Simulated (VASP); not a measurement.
A run of VASP 6.6.1 is set up as follows.

Contents of POSCAR:

```
ZnO
1.0
    0.0000000000      2.2468602273      2.2468602273
    2.2468602273      0.0000000000      2.2468602273
    2.2468602273      2.2468602273      0.0000000000
Zn O
1 1
Direct
    0.0000000000      0.0000000000      0.0000000000
    0.5000000000      0.5000000000      0.5000000000
```

File INCAR.step1:

```
SYSTEM = ZnO
PREC = Accurate
ENCUT = 520
ISMEAR = 0
SIGMA = 0.01
LREAL = .False.
LASPH = .True.
NELM = 100
NBANDS = 16
GGA = PE
ALGO = Normal
EDIFF = 1E-4
LWAVE = .True.
LCHARG = .False.
```

File INCAR.step2:

```
SYSTEM = ZnO
PREC = Accurate
ENCUT = 520
EDIFF = 1E-6
ISMEAR = 0
SIGMA = 0.01
LREAL = .False.
LASPH = .True.
NELM = 100
ALGO = Normal
ISIF = 2
LWAVE = .False.
LCHARG = .True.
METAGGA = R2SCAN
LMIXTAU = .True.
LELF = .True.
LVHAR = .True.
NBANDS = 16
ISTART = 1
```

Contents of KPOINTS:

```
Automatic mesh
0
Gamma
  10 10 10
  0 0 0
```

Potentials or basis: VASP PAW PBE potentials, release 64 (Zn, O).

The run is started by

```console
$ cat potpaw_PBE.64/Zn/POTCAR potpaw_PBE.64/O/POTCAR > POTCAR
$ cp INCAR.step1 INCAR
$ mpirun -np 1 vasp_std > vasp.out
$ cp INCAR.step2 INCAR
$ mpirun -np 1 vasp_std > vasp.out
```

Predict the band gap on the k mesh.

0.85 eV, indirect (least direct gap 1.75 eV).

What does it give for the pressure?

-20.7 GPa.

Caveat: the cell differs from its parent crystal (strain +5.3%); the PAW data sets were made with another functional, which shifts forces and pressure a little. A k mesh can miss the band edges.
